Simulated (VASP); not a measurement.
# Bi (P6_3/mmc) in VASP: further runs

Bi is run at these levels: PBEsol; tasks: relaxation of cell and atoms, single point.

Program: VASP 6.6.1. These are calculated values, not measurements. Logs are shortened: lines on timing, memory, paths and dates and some standing lists are left out, and cuts for length are marked.

## Step 1: The cell of the first run

Symmetry: P6_3/mmc, No. 194, hexagonal system. The conventional cell has a = 3.747 Å, b = 3.747 Å, c = 12.084 Å, α = 90.00°, β = 90.00°, γ = 120.00°. Within 4.9 Å of Bi (site symmetry -3m) lie 12 Bi at 3.72 to 3.75 Å. Bi (site symmetry -6m2) has 12 Bi at 3.72 to 3.75 Å within 4.9 Å.

This isn't the form of Bi at room conditions, which is rhombohedral.

## Step 2: Relaxation of cell and atoms, PBEsol

INCAR

```
  PREC = Accurate
  ENCUT = 600
  EDIFF = 1E-6
  ISMEAR = 0
  SIGMA = 0.1
  LREAL = False
  LASPH = True
  NELM = 100
  ALGO = Normal
  ISIF = 3
  LWAVE = False
  LCHARG = False
  GGA = PS
  IBRION = 2
  NSW = 90
  EDIFFG = -0.04
```

KPOINTS

```
Automatic mesh
0
Gamma
  6 6 2
```

POSCAR

```
Bi
1.0
    3.7467851482      0.0000000000      0.0000000000
   -1.8733925741      3.2448111209      0.0000000000
    0.0000000000      0.0000000000     12.0841216167
Bi
4
Direct
    0.0000000000      0.0000000000      0.0000000000
    0.0000000000      0.0000000000      0.5000000000
    0.3333333333      0.6666666667      0.7500000000
    0.6666666667      0.3333333333      0.2500000000
```

Potentials or basis: VASP PAW PBE potentials, release 64 (Bi_d).

Started as:

```bash
cat potpaw_PBE.64/Bi_d/POTCAR > POTCAR
mpirun -np 1 vasp_std > vasp.out
```

OUTCAR:

```text
PREC = Accurate
   ENCUT = 600
   EDIFF = 1E-6
   ISMEAR = 0
   LREAL = False
   LASPH = True
   NELM = 100
   ISIF = 3
   GGA = PS
   IBRION = 2
   NSW = 90
   EDIFFG = -0.04

 ion  position               nearest neighbor table
   1  0.000  0.000  0.000-   3 3.72   4 3.72   4 3.72   3 3.72   4 3.72   3 3.72
   2  0.000  0.000  0.500-   3 3.72   4 3.72   4 3.72   3 3.72   4 3.72   3 3.72
   3  0.333  0.667  0.750-   1 3.72   2 3.72   1 3.72   2 3.72   1 3.72   2 3.72
   4  0.667  0.333  0.250-   1 3.72   2 3.72   1 3.72   2 3.72   1 3.72   2 3.72

  LATTYP: Found a hexagonal cell.
 ALAT       =     3.7467851482
 C/A-ratio  =     3.2251973729

  Lattice vectors:

 A1 = (   3.7467851482,   0.0000000000,   0.0000000000)
 A2 = (  -1.8733925741,   3.2448111209,   0.0000000000)
 A3 = (   0.0000000000,   0.0000000000,  12.0841216167)

Analysis of symmetry for initial positions (statically):
=====================================================================
 Subroutine PRICEL returns:
 Original cell was already a primitive cell.

 Routine SETGRP: Setting up the symmetry group for a
 hexagonal supercell.

 Subroutine GETGRP returns: Found 24 space group operations
 (whereof 12 operations were pure point group operations)
 out of a pool of 24 trial point group operations.

The static configuration has the point symmetry D_3d.
 The point group associated with its full space group is D_6h.

Analysis of symmetry for dynamics (positions and initial velocities):
=====================================================================
 Subroutine PRICEL returns:
 Original cell was already a primitive cell.

 Routine SETGRP: Setting up the symmetry group for a
 hexagonal supercell.

 Subroutine GETGRP returns: Found 24 space group operations
 (whereof 12 operations were pure point group operations)
 out of a pool of 24 trial point group operations.

The dynamic configuration has the point symmetry D_3d.
 The point group associated with its full space group is D_6h.

 Subroutine INISYM returns: Found 24 space group operations
 (whereof 12 operations are pure point group operations),
 and found     1 'primitive' translations

----------------------------------------------------------------------------------------

                                     Primitive cell

  volume of cell :     146.9140

  direct lattice vectors                    reciprocal lattice vectors
     3.746785148  0.000000000  0.000000000     0.266895475  0.154092174  0.000000000
    -1.873392574  3.244811121  0.000000000     0.000000000  0.308184348  0.000000000
     0.000000000  0.000000000 12.084121617     0.000000000  0.000000000  0.082753222

  length of vectors
     3.746785148  3.746785148 12.084121617     0.308184348  0.308184348  0.082753222

  position of ions in fractional coordinates (direct lattice)
     0.000000000  0.000000000  0.000000000
     0.000000000  0.000000000  0.500000000
     0.333333333  0.666666667  0.750000000
     0.666666667  0.333333333  0.250000000

  ion indices of the primitive-cell ions
   primitive index   ion index
                 1           1
                 2           2
                 3           3
                 4           4

----------------------------------------------------------------------------------------

 KPOINTS: Automatic mesh

Automatic generation of k-mesh.
 Grid dimensions read from file:
 generate k-points for:    6    6    2

 Generating k-lattice:

  Cartesian coordinates                     Fractional coordinates (reciprocal lattice)
     0.044482579  0.025682029  0.000000000     0.166666667 -0.000000000  0.000000000
     0.000000000  0.051364058  0.000000000     0.000000000  0.166666667  0.000000000
     0.000000000  0.000000000  0.041376611     0.000000000  0.000000000  0.500000000

  Length of vectors
     0.051364058  0.051364058  0.041376611

  Shift w.r.t. Gamma in fractional coordinates (k-lattice)
     0.000000000  0.000000000  0.000000000

 Subroutine IBZKPT returns following result:
 ===========================================

 Found     14 irreducible k-points:

 Following reciprocal coordinates:
            Coordinates               Weight
  0.000000  0.000000  0.000000      1.000000
  0.166667 -0.000000  0.000000      6.000000
  0.333333 -0.000000  0.000000      6.000000
  0.500000 -0.000000  0.000000      3.000000
  0.166667  0.166667  0.000000      6.000000
  0.333333  0.166667  0.000000     12.000000
  0.333333  0.333333  0.000000      2.000000
  0.000000  0.000000  0.500000      1.000000
  0.166667 -0.000000  0.500000      6.000000
  0.333333 -0.000000  0.500000      6.000000
  0.500000 -0.000000  0.500000      3.000000
  0.166667  0.166667  0.500000      6.000000
  0.333333  0.166667  0.500000     12.000000
  0.333333  0.333333  0.500000      2.000000
   k-points           NKPTS =     14   k-points in BZ     NKDIM =     14   number of bands    NBANDS=     36
   number of dos      NEDOS =    301   number of ions     NIONS =      4
   total plane-waves  NPLWV =  88200
   dimension x,y,z NGX =    30 NGY =   30 NGZ =   98
   dimension x,y,z NGXF=    60 NGYF=   60 NGZF=  196
   ions per type =               4
   NGX,Y,Z   is equivalent  to a cutoff of  13.31, 13.31, 13.48 a.u.
   NGXF,Y,Z  is equivalent  to a cutoff of  26.62, 26.62, 26.96 a.u.
 SYSTEM =  unknown system
   PREC   = accura    normal or accurate (medium, high low for compatibility)
   ISTART =      0    job   : 0-new  1-cont  2-samecut
   ICHARG =      2    charge: 1-file 2-atom 10-const
   ISPIN  =      1    spin polarized calculation?
   LNONCOLLINEAR =      F non collinear calculations
   LSORBIT =      F    spin-orbit coupling
   LASPH  =      T    aspherical Exc in radial PAW
   ENCUT  =  600.0 eV  44.10 Ry    6.64 a.u.   7.48  7.48 24.13*2*pi/ulx,y,z
   NELM   =    100;   NELMIN=  2; NELMDL= -5     # of ELM steps
   EDIFF  = 0.1E-05   stopping-criterion for ELM
   LREAL  =      F    real-space projection
   EDIFFG = -.4E-01   stopping-criterion for IOM
   NSW    =     90    number of steps for IOM
   IBRION =      2    ionic relax: 0-MD 1-quasi-New 2-CG
   NFREE  =      1    steps in history (QN), initial steepest desc. (CG)
   ISIF   =      3    stress and relaxation
   ISYM   =      2    0-nonsym 1-usesym 2-fastsym
   POTIM  = 0.5000    time-step for ionic-motion
   TEBEG  =    0.0;   TEEND  =   0.0 temperature during run
   PSTRESS=    0.0 pullay stress
   NELECT =      60.0000    total number of electrons
   NUPDOWN=      -1.0000    fix difference up-down
   EMIN   =  10.00;   EMAX   =-10.00  energy-range for DOS
   EFERMI =   0.00;   METHOD = LEGACY
   ISMEAR =     0;   SIGMA  =   0.10  broadening in eV -4-tet -1-fermi 0-gaus
   EFERMI_NEDOS =   21; number of points for ismear=-14 and -15
   IALGO  =     38    algorithm
   IMIX   =      4    mixing-type and parameters
     AMIX     =   0.40;   BMIX     =  1.00
     AMIX_MAG =   1.60;   BMIX_MAG =  1.00
  volume/ion in A,a.u.               =      36.73       247.86
  Fermi-wavevector in a.u.,A,eV,Ry     =   1.214612  2.295283 20.072426  1.475282
  Thomas-Fermi vector in A             =   2.350026
   LORBIT       =      0    0 simple, 1 ext, 2 COOP (PROOUT), +10 PAW based schemes
   GGA     = PS    functional components
   LHFCALC =     F    Hartree Fock is set to
   AEXX    =    0.0000 exact exchange contribution
   IVDW    =     0    specifies the selected vdW correction
   LEPSILON=     F    determine dielectric tensor
   LRPA    =     F    only Hartree local field effects (RPA)
 conjugate gradient relaxation of ions
 non-spin polarized calculation
 Gauss-broadening in eV      SIGMA  =   0.10
  energy-cutoff  :      600.00
  volume of cell :      146.91
 maximum number of plane-waves:      4939
 NGX is ok and might be reduce to    30
   NGX = 15   NGY = 15   NGZ = 49

--------------------------------------- Ionic step        1  -------------------------------------------

 number of electron      59.9999993 magnetization

 Free energy of the ion-electron system (eV)
  ---------------------------------------------------
  ext. energy  EPLUGINS =         0.00000000
  ---------------------------------------------------
  free energy    TOTEN  =       -16.15287652 eV

  energy without entropy =      -16.14777907  energy(sigma->0) =      -16.15032779

 E-fermi :   5.8827     XC(G=0):  -9.6773

 val. band max:        5.6580369273   @ k =   0.5000  -0.0000   0.5000
 cond. band min:       5.8836481864   @ k =   0.1667   0.1667   0.0000
 fundamental gap:      0.2256112591
 Fermi energy:         5.8826694152

 k-point     1 :       0.0000    0.0000    0.0000
  band No.  band energies     occupation
      1     -17.0965      2.00000
      2     -17.0965      2.00000
      3     -17.0943      2.00000
      4     -17.0943      2.00000
      5     -17.0700      2.00000
      6     -17.0693      2.00000
[... 633 lines left out ...]
 POSITION                                       TOTAL-FORCE (eV/Angst)
 -----------------------------------------------------------------------------------
     -1.73844      3.01107     11.40376         0.000000      0.000000      0.000000
     -1.73844      3.01107      5.70188         0.000000      0.000000      0.000000
     -0.00000      2.00738      8.55282        -0.000000     -0.000000      0.000000
      1.73844      1.00369      2.85094         0.000000     -0.000000     -0.000000
 -----------------------------------------------------------------------------------
    total drift:                                0.000000     -0.000000      0.000000

  FREE ENERGIE OF THE ION-ELECTRON SYSTEM (eV)
  ---------------------------------------------------
  free  energy   TOTEN  =       -16.9983575672 eV

  energy  without entropy=      -16.9936555768  energy(sigma->0) =      -16.99600657

--------------------------------------- Ionic step        4  -------------------------------------------

 number of electron      59.9999993 magnetization

 Free energy of the ion-electron system (eV)
  ---------------------------------------------------
  ext. energy  EPLUGINS =         0.00000000
  ---------------------------------------------------
  free energy    TOTEN  =       -17.01280285 eV

  energy without entropy =      -17.00810126  energy(sigma->0) =      -17.01045205

 E-fermi :   8.3098     XC(G=0): -10.6445

 val. band max:        8.3098399343   @ k =   0.1667   0.1667   0.0000
 cond. band min:       8.7174053142   @ k =   0.3333   0.1667   0.5000
 fundamental gap:      0.4075653799
 Fermi energy:         8.3098399436

 k-point     1 :       0.0000    0.0000    0.0000
  band No.  band energies     occupation
      1     -14.7374      2.00000
      2     -14.7374      2.00000
      3     -14.7320      2.00000
      4     -14.7320      2.00000
      5     -14.7247      2.00000
      6     -14.7226      2.00000
[... 557 lines left out ...]
 POSITION                                       TOTAL-FORCE (eV/Angst)
 -----------------------------------------------------------------------------------
      0.00000     -0.00000     -0.00000        -0.000000     -0.000000     -0.000000
      0.00000      0.00000      5.78350        -0.000000     -0.000000     -0.000000
     -0.00000      1.99275      8.67524        -0.000000      0.000000      0.000000
      1.72577      0.99638      2.89175         0.000000     -0.000000     -0.000000
 -----------------------------------------------------------------------------------
    total drift:                                0.000000     -0.000000      0.000000

  FREE ENERGIE OF THE ION-ELECTRON SYSTEM (eV)
  ---------------------------------------------------
  free  energy   TOTEN  =       -17.0128028453 eV

  energy  without entropy=      -17.0081012596  energy(sigma->0) =      -17.01045205

 reached required accuracy - stopping structural energy minimisation
```

Run time: 2.1 min. Hardware: 1 thread of AMD EPYC 9R45 (Zen 5), shared host; peak memory 0.29 GiB.

What came out:

```
Free energy                           : -17.0128 eV
Relaxed volume                        : 29.83 Å³/atom
Relaxed cell                          : a = 3.452 Å, b = 3.452 Å, c = 11.567 Å, α = 90.00°, β = 90.00°, γ = 120.00°
Space group after relaxing (to 0.1 Å) : P6_3/mmc (No. 194)
Energy gained by relaxing             : 215.0 meV/atom
Ionic steps                           : 4
Pressure after relaxing               : 0.1 GPa
Band gap on the k mesh                : zero (bands 30 and 31 overlap by 6.83 eV)
```

Stress tensor (GPa, compression positive):
```
0.03 0.00 0.00
0.00 0.03 0.00
0.00 0.00 0.21
```

Step by step:
```csv
step,energy change (eV),largest force (eV/Å),pressure (GPa),volume (Å³)
1,0.0000,0.0000,-7.98,146.91
2,-0.7250,0.0000,5.31,111.32
3,-0.8455,0.0000,0.11,119.39
4,-0.8599,0.0000,0.09,119.34
```

Final structure:
```
CELL_PARAMETERS angstrom
3.45155 0.00000 0.00000
-1.72577 2.98913 0.00000
0.00000 0.00000 11.56699
ATOMIC_POSITIONS crystal
Bi 0.00000 0.00000 0.00000
Bi 0.00000 0.00000 0.50000
Bi 0.33333 0.66667 0.75000
Bi 0.66667 0.33333 0.25000
```

Caveat: the volume moved by over 15 % at a fixed basis, so the end points are rough; the PAW data sets were made with another functional, which shifts forces and pressure a little; spin-orbit coupling is left out, which moves the levels of the heavy elements.

## Step 3: Single point, PBEsol

This run uses another cell than the first one, of 30.07 Å³/atom.

INCAR

```
ALGO = Fast ; EDIFF = 1E-6
ENCUT = 520 ; GGA = PS
ISIF = 2 ; ISMEAR = 0
LASPH = True ; LCHARG = False
LREAL = False ; LWAVE = False
NBANDS = 38 ; NELM = 100
PREC = Accurate ; SIGMA = 0.1
```

KPOINTS

```
k-points
0
Gamma
  15 15 4
```

POSCAR

```
Bi
1.0
    3.4656056383      0.0000000000      0.0000000000
   -1.7328028192      3.0013025223      0.0000000000
    0.0000000000      0.0000000000     11.5624695954
Bi
4
Direct
    0.0000000000      0.0000000000      0.0000000000
    0.0000000000      0.0000000000      0.5000000000
    0.3333333333      0.6666666667      0.7500000000
    0.6666666667      0.3333333333      0.2500000000
```

Potentials or basis: VASP PAW PBE potentials, release 64 (Bi_d).

Started as:

```bash
cat potpaw_PBE.64/Bi_d/POTCAR > POTCAR
mpirun -np 1 vasp_std > vasp.out
```

Wall time 4.1 min (1 thread of AMD EPYC 9R45 (Zen 5), shared host); peak memory 0.38 GiB.

The run converged. Its results:

- Free energy: -16.7784 eV
- Pressure: 0.0 GPa
- Band gap on the k mesh: zero (bands 30 and 31 overlap by 6.77 eV)

Levels at points of the mesh, in eV from the Fermi level:
| k point | band 27 | band 28 | band 29 | band 30 | band 31 | band 32 | band 33 | band 34 |
| --- | --- | --- | --- | --- | --- | --- | --- | --- |
| (0.00, 0.00, 0.00) | -1.34 | 3.68 | 3.68 | 4.39 | 4.39 | 4.40 | 4.40 | 4.87 |
| (0.00, 0.00, 0.50) | 2.24 | 2.24 | 3.88 | 3.88 | 3.88 | 3.88 | 4.98 | 4.98 |

Caveat: the PAW data sets were made with another functional, which shifts forces and pressure a little; spin-orbit coupling is left out, which moves the levels of the heavy elements.

The gap in the log of VASP goes by the Fermi energy; the results here count the filled bands.